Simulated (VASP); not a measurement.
# Ge3SbSe (Pm-3m) in VASP: single point with PBE

Aim: the single point of Ge3SbSe with PBE.

Program: VASP 6.6.1. These are calculated values, not measurements. Logs are shortened: lines on timing, memory, paths and dates and some standing lists are left out, and cuts for length are marked.

## 1. The cell of the first run

It takes space group Pm-3m (No. 221, cubic). The conventional cell has a = 5.157 Å, b = 5.157 Å, c = 5.157 Å, α = 90.00°, β = 90.00°, γ = 90.00°. Ge (site symmetry 4/mmm) has 2 Se at 2.58 Å within 3.4 Å. Sb (site symmetry m-3m) has 12 Ge at 3.65 Å and 8 Se at 4.47 Å within 4.8 Å. Se (site symmetry m-3m) has 6 Ge at 2.58 Å within 3.4 Å.

## 2. Single point, PBE

Input file INCAR:

```
ALGO = Normal
EDIFF = 1E-6
ENCUT = 520
GGA = PE
ISIF = 2
ISMEAR = 0
LASPH = T
LCHARG = F
LREAL = F
LWAVE = F
NBANDS = 34
NELM = 80
PREC = Accurate
SIGMA = 0.1
```

Input file KPOINTS:

```
k-points
0
Gamma
  8 8 8
```

Input file POSCAR:

```
Ge3SbSe
1.0
    5.1574187635      0.0000000000      0.0000000000
    0.0000000000      5.1574187635      0.0000000000
    0.0000000000      0.0000000000      5.1574187635
Ge Sb Se
3 1 1
Direct
    0.5000000000      0.0000000000      0.0000000000
    0.0000000000      0.5000000000      0.0000000000
    0.0000000000      0.0000000000      0.5000000000
    0.5000000000      0.5000000000      0.5000000000
    0.0000000000      0.0000000000      0.0000000000
```

Potentials or basis: VASP PAW PBE potentials, release 64 (Ge_d, Sb, Se).

Launch:

```console
> cat potpaw_PBE.64/Ge_d/POTCAR potpaw_PBE.64/Sb/POTCAR potpaw_PBE.64/Se/POTCAR > POTCAR
> mpirun -np 1 vasp_std > vasp.out
```

OUTCAR:

```text
EDIFF = 1E-6
   ENCUT = 520
   GGA = PE
   ISIF = 2
   ISMEAR = 0
   LASPH = T
   LREAL = F
   NELM = 80
   PREC = Accurate

 ion  position               nearest neighbor table
   1  0.500  0.000  0.000-   5 2.58   5 2.58
   2  0.000  0.500  0.000-   5 2.58   5 2.58
   3  0.000  0.000  0.500-   5 2.58   5 2.58
   4  0.500  0.500  0.500-
   5  0.000  0.000  0.000-   1 2.58   2 2.58   3 2.58   3 2.58   2 2.58   1 2.58

  LATTYP: Found a simple cubic cell.
 ALAT       =     5.1574187635

  Lattice vectors:

 A1 = (   5.1574187635,   0.0000000000,   0.0000000000)
 A2 = (   0.0000000000,   5.1574187635,   0.0000000000)
 A3 = (   0.0000000000,   0.0000000000,   5.1574187635)

Analysis of symmetry for initial positions (statically):
=====================================================================
 Subroutine PRICEL returns:
 Original cell was already a primitive cell.

 Routine SETGRP: Setting up the symmetry group for a
 simple cubic supercell.

 Subroutine GETGRP returns: Found 48 space group operations
 (whereof 48 operations were pure point group operations)
 out of a pool of 48 trial point group operations.

The static configuration has the point symmetry O_h .

Analysis of symmetry for dynamics (positions and initial velocities):
=====================================================================
 Subroutine PRICEL returns:
 Original cell was already a primitive cell.

 Routine SETGRP: Setting up the symmetry group for a
 simple cubic supercell.

 Subroutine GETGRP returns: Found 48 space group operations
 (whereof 48 operations were pure point group operations)
 out of a pool of 48 trial point group operations.

The dynamic configuration has the point symmetry O_h .

 Subroutine INISYM returns: Found 48 space group operations
 (whereof 48 operations are pure point group operations),
 and found     1 'primitive' translations

----------------------------------------------------------------------------------------

                                     Primitive cell

  volume of cell :     137.1820

  direct lattice vectors                    reciprocal lattice vectors
     5.157418763  0.000000000  0.000000000     0.193895444  0.000000000  0.000000000
     0.000000000  5.157418763  0.000000000     0.000000000  0.193895444  0.000000000
     0.000000000  0.000000000  5.157418763     0.000000000  0.000000000  0.193895444

  length of vectors
     5.157418763  5.157418763  5.157418763     0.193895444  0.193895444  0.193895444

  position of ions in fractional coordinates (direct lattice)
     0.500000000  0.000000000  0.000000000
     0.000000000  0.500000000  0.000000000
     0.000000000  0.000000000  0.500000000
     0.500000000  0.500000000  0.500000000
     0.000000000  0.000000000  0.000000000

  ion indices of the primitive-cell ions
   primitive index   ion index
                 1           1
                 2           2
                 3           3
                 4           4
                 5           5

----------------------------------------------------------------------------------------

 KPOINTS: k-points

Automatic generation of k-mesh.
 Grid dimensions read from file:
 generate k-points for:    8    8    8

 Generating k-lattice:

  Cartesian coordinates                     Fractional coordinates (reciprocal lattice)
     0.024236930  0.000000000  0.000000000     0.125000000  0.000000000  0.000000000
     0.000000000  0.024236930  0.000000000     0.000000000  0.125000000  0.000000000
     0.000000000  0.000000000  0.024236930     0.000000000  0.000000000  0.125000000

  Length of vectors
     0.024236930  0.024236930  0.024236930

  Shift w.r.t. Gamma in fractional coordinates (k-lattice)
     0.000000000  0.000000000  0.000000000

 Subroutine IBZKPT returns following result:
 ===========================================

 Found     35 irreducible k-points:

 Following reciprocal coordinates:
            Coordinates               Weight
  0.000000  0.000000  0.000000      1.000000
  0.125000  0.000000  0.000000      6.000000
  0.250000  0.000000  0.000000      6.000000
  0.375000  0.000000  0.000000      6.000000
  0.500000  0.000000  0.000000      3.000000
  0.125000  0.125000  0.000000     12.000000
[... 16 lines left out ...]
  0.375000  0.375000  0.125000     24.000000
  0.500000  0.375000  0.125000     24.000000
 [... further k-points ...]
   k-points           NKPTS =     35   k-points in BZ     NKDIM =     35   number of bands    NBANDS=     34
   number of dos      NEDOS =    301   number of ions     NIONS =      5
   total plane-waves  NPLWV =  64000
   dimension x,y,z NGX =    40 NGY =   40 NGZ =   40
   dimension x,y,z NGXF=    80 NGYF=   80 NGZF=   80
   ions per type =               3   1   1
   NGX,Y,Z   is equivalent  to a cutoff of  12.89, 12.89, 12.89 a.u.
   NGXF,Y,Z  is equivalent  to a cutoff of  25.79, 25.79, 25.79 a.u.
 SYSTEM =  unknown system
   PREC   = accura    normal or accurate (medium, high low for compatibility)
   ISTART =      0    job   : 0-new  1-cont  2-samecut
   ICHARG =      2    charge: 1-file 2-atom 10-const
   ISPIN  =      1    spin polarized calculation?
   LNONCOLLINEAR =      F non collinear calculations
   LSORBIT =      F    spin-orbit coupling
   LASPH  =      T    aspherical Exc in radial PAW
   ENCUT  =  520.0 eV  38.22 Ry    6.18 a.u.   9.59  9.59  9.59*2*pi/ulx,y,z
   NELM   =     80;   NELMIN=  2; NELMDL= -5     # of ELM steps
   EDIFF  = 0.1E-05   stopping-criterion for ELM
   LREAL  =      F    real-space projection
   EDIFFG = 0.1E-04   stopping-criterion for IOM
   NSW    =      0    number of steps for IOM
   IBRION =     -1    ionic relax: 0-MD 1-quasi-New 2-CG
   NFREE  =      0    steps in history (QN), initial steepest desc. (CG)
   ISIF   =      2    stress and relaxation
   ISYM   =      2    0-nonsym 1-usesym 2-fastsym
   POTIM  = 0.5000    time-step for ionic-motion
   TEBEG  =    0.0;   TEEND  =   0.0 temperature during run
   PSTRESS=    0.0 pullay stress
   NELECT =      53.0000    total number of electrons
   NUPDOWN=      -1.0000    fix difference up-down
   EMIN   =  10.00;   EMAX   =-10.00  energy-range for DOS
   EFERMI =   0.00;   METHOD = LEGACY
   ISMEAR =     0;   SIGMA  =   0.10  broadening in eV -4-tet -1-fermi 0-gaus
   EFERMI_NEDOS =   21; number of points for ismear=-14 and -15
   IALGO  =     38    algorithm
   IMIX   =      4    mixing-type and parameters
     AMIX     =   0.40;   BMIX     =  1.00
     AMIX_MAG =   1.60;   BMIX_MAG =  1.00
  volume/ion in A,a.u.               =      27.44       185.15
  Fermi-wavevector in a.u.,A,eV,Ry     =   1.192343  2.253201 19.343142  1.421681
  Thomas-Fermi vector in A             =   2.328383
   LORBIT       =      0    0 simple, 1 ext, 2 COOP (PROOUT), +10 PAW based schemes
   GGA     = PE    functional components
   LHFCALC =     F    Hartree Fock is set to
   AEXX    =    0.0000 exact exchange contribution
   IVDW    =     0    specifies the selected vdW correction
   LEPSILON=     F    determine dielectric tensor
   LRPA    =     F    only Hartree local field effects (RPA)
 non-spin polarized calculation
 Gauss-broadening in eV      SIGMA  =   0.10
  energy-cutoff  :      520.00
  volume of cell :      137.18
 maximum number of plane-waves:      3747
 NGX is ok and might be reduce to    40
   NGX = 19   NGY = 19   NGZ = 19

 number of electron      53.0000024 magnetization

 Free energy of the ion-electron system (eV)
  ---------------------------------------------------
  ext. energy  EPLUGINS =         0.00000000
  ---------------------------------------------------
  free energy    TOTEN  =       -18.24432925 eV

  energy without entropy =      -18.23372885  energy(sigma->0) =      -18.23902905

 E-fermi :   4.4640     XC(G=0):  -9.4645

 val. band max:        4.4454054626   @ k =   0.3750   0.2500   0.0000
 cond. band min:       4.5057842851   @ k =   0.2500   0.2500   0.1250
 fundamental gap:      0.0603788226
 Fermi energy:         4.4639765980

 k-point     1 :       0.0000    0.0000    0.0000
  band No.  band energies     occupation
      1     -20.7050      2.00000
      2     -20.6696      2.00000
      3     -20.6696      2.00000
      4     -20.6636      2.00000
      5     -20.6636      2.00000
      6     -20.6636      2.00000
[... 26 lines left out ...]
     33       8.7653      0.00000
     34       8.7654      0.00000

 k-point     2 :       0.1250    0.0000    0.0000
  band No.  band energies     occupation
      1     -20.7037      2.00000
      2     -20.6704      2.00000
      3     -20.6695      2.00000
      4     -20.6635      2.00000
      5     -20.6628      2.00000
      6     -20.6628      2.00000
[... 26 lines left out ...]
     33       8.8329      0.00000
     34       9.1615      0.00000

 k-point     3 :       0.2500    0.0000    0.0000
  band No.  band energies     occupation
      1     -20.7001      2.00000
      2     -20.6730      2.00000
      3     -20.6695      2.00000
      4     -20.6634      2.00000
      5     -20.6606      2.00000
      6     -20.6606      2.00000
[... 26 lines left out ...]
     33       9.0253      0.00000
     34       9.0651      0.00000

 k-point     4 :       0.3750    0.0000    0.0000
  band No.  band energies     occupation
      1     -20.6956      2.00000
      2     -20.6764      2.00000
      3     -20.6695      2.00000
      4     -20.6634      2.00000
      5     -20.6572      2.00000
      6     -20.6572      2.00000
[... 26 lines left out ...]
     33       7.1620      0.00000
     34       9.2912      0.00000

 k-point     5 :       0.5000    0.0000    0.0000
  band No.  band energies     occupation
      1     -20.6931      2.00000
      2     -20.6784      2.00000
      3     -20.6695      2.00000
      4     -20.6633      2.00000
      5     -20.6532      2.00000
      6     -20.6532      2.00000
[... 621 lines left out ...]
 k-point    22 :       0.5000    0.2500    0.1250
  band No.  band energies     occupation
      1     -20.6884      2.00000
      2     -20.6790      2.00000
      3     -20.6731      2.00000
      4     -20.6601      2.00000
      5     -20.6534      2.00000
      6     -20.6534      2.00000
[... 26 lines left out ...]
     33       7.4751      0.00000
     34       9.0495      0.00000

 k-point    23 :       0.3750    0.3750    0.1250
  band No.  band energies     occupation
      1     -20.6871      2.00000
      2     -20.6779      2.00000
      3     -20.6754      2.00000
      4     -20.6580      2.00000
      5     -20.6560      2.00000
      6     -20.6549      2.00000
[... 26 lines left out ...]
     33       7.1760      0.00000
     34       8.0887      0.00000

 k-point    24 :       0.5000    0.3750    0.1250
  band No.  band energies     occupation
      1     -20.6846      2.00000
      2     -20.6794      2.00000
      3     -20.6763      2.00000
      4     -20.6574      2.00000
      5     -20.6535      2.00000
      6     -20.6535      2.00000
[... 26 lines left out ...]
     33       7.4982      0.00000
     34       7.7961      0.00000

 [... further k-points ...]

------------------------ aborting loop because EDIFF is reached ----------------------------------------

  FORCE on cell =-STRESS in cart. coord.  units (eV):
  Direction    XX          YY          ZZ          XY          YZ          ZX
  --------------------------------------------------------------------------------------
  -------------------------------------------------------------------------------------
  Total       -0.0261085     -0.0261085     -0.0261085     -0.0000000     -0.0000000     -0.0000000
  in kB       -0.3049267     -0.3049267     -0.3049267     -0.0000000     -0.0000000     -0.0000000
  external PRESSURE =      -0.3049267 kB  Pullay stress =       0.0000000 kB

 VOLUME and BASIS-vectors are now :
 -----------------------------------------------------------------------------
  energy-cutoff  :      520.00
  volume of cell :      137.18
      direct lattice vectors                 reciprocal lattice vectors
     5.157418763  0.000000000  0.000000000     0.193895444  0.000000000  0.000000000
     0.000000000  5.157418763  0.000000000     0.000000000  0.193895444  0.000000000
     0.000000000  0.000000000  5.157418763     0.000000000  0.000000000  0.193895444

 POSITION                                       TOTAL-FORCE (eV/Angst)
 -----------------------------------------------------------------------------------
      2.57871      0.00000      0.00000         0.000000      0.000000      0.000000
      0.00000      2.57871      0.00000         0.000000      0.000000      0.000000
      0.00000      0.00000      2.57871         0.000000      0.000000      0.000000
      2.57871      2.57871      2.57871         0.000000      0.000000      0.000000
      0.00000      0.00000      0.00000         0.000000      0.000000      0.000000
 -----------------------------------------------------------------------------------
    total drift:                               -0.000000      0.000000     -0.000000

  FREE ENERGIE OF THE ION-ELECTRON SYSTEM (eV)
  ---------------------------------------------------
  free  energy   TOTEN  =       -18.2443292464 eV

  energy  without entropy=      -18.2337288523  energy(sigma->0) =      -18.23902905
```

Wall time 71 s (1 thread of Intel Xeon 6975P-C (Granite Rapids), shared host); peak memory 0.32 GiB.

What came out:

* Free energy: -18.2443 eV
* Pressure: 0.0 GPa

Levels at points of the mesh, in eV from the Fermi level:
```tsv
k point	band 22	band 23	band 24	band 25	band 26	band 27	band 28	band 29	band 30	band 31
(0.00, 0.00, 0.00)	-5.98	-5.79	-1.34	-1.34	-1.34	0.98	0.98	0.98	3.38	3.38
(0.50, 0.00, 0.00)	-5.74	-1.84	-1.84	-0.89	-0.24	-0.17	0.76	0.76	1.22	1.50
(0.50, 0.50, 0.00)	-1.88	-1.88	-1.65	-0.69	-0.69	-0.61	-0.48	-0.48	1.04	1.40
(0.50, 0.50, 0.50)	-3.73	-3.73	-0.49	-0.49	-0.49	1.11	1.11	1.79	2.65	2.65
```

Caveat: spin-orbit coupling is left out, which moves the levels of the heavy elements.
